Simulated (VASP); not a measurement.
Wanted: the native input for a VASP 6.6.1 run.

```yaml
Task: relaxation of cell and atoms
Functional: PBE
Potentials_or_basis: VASP PAW PBE potentials, release 64 (Zn, Se)
Cutoff: 600 eV
k_mesh: 13 × 13 × 13
Occupations: fermi-dirac, width 0.1 eV
Spin: no spin polarisation
Target_pressure: 57 GPa
Dipole_correction: no
Further_INCAR_settings: ALGO = Normal; EDIFF = 1e-07; IBRION = 2; EDIFFG = -0.005; NSW = 60; ISIF = 3
```

The structure of ZnSe (zincblende type) lies in POSCAR:

```
ZnSe
1.0
    0.0000000000      2.4549965915      2.4549965915
    2.4549965915      0.0000000000      2.4549965915
    2.4549965915      2.4549965915      0.0000000000
Zn Se
1 1
Direct
    0.0000000000      0.0000000000      0.0000000000
    0.2500000000      0.2500000000      0.2500000000
```

The input as run:

INCAR

```
  PREC = Accurate
  ENCUT = 600
  EDIFF = 1E-7
  ISMEAR = -1
  SIGMA = 0.1
  LREAL = F
  LASPH = T
  NELM = 60
  ALGO = Normal
  ISIF = 3
  LWAVE = F
  LCHARG = F
  GGA = PE
  IBRION = 2
  NSW = 60
  EDIFFG = -0.005
  PSTRESS = 570.0
```

KPOINTS

```
regular mesh
0
Gamma
  13 13 13
```

Potentials or basis: VASP PAW PBE potentials, release 64 (Zn, Se).

Command:

```bash
$ cat potpaw_PBE.64/Zn/POTCAR potpaw_PBE.64/Se/POTCAR > POTCAR
$ mpirun -np 1 vasp_std > vasp.out
```

Results of the run:

The relaxed volume is 15.79 Å³/atom and the relaxed cell is a = 3.548 Å, b = 3.548 Å, c = 3.548 Å, α = 60.00°, β = 60.00°, γ = 60.00°. The space group after relaxing (to 0.05 Å) is F-43m (No. 216). The energy change on relaxing (the enthalpy is what falls) is -409.6 meV/atom, the ionic steps are 17 and the pressure after relaxing is 57.0 GPa. The band gap on the k mesh is 1.92 eV, indirect (least direct gap 2.95 eV).

Caveat: the cell is relaxed towards a set pressure, so the enthalpy falls and the energy may rise.

Run time: 4 min on 1 thread of Intel Xeon 6975P-C, on a shared host, peak memory 0.2 GiB.
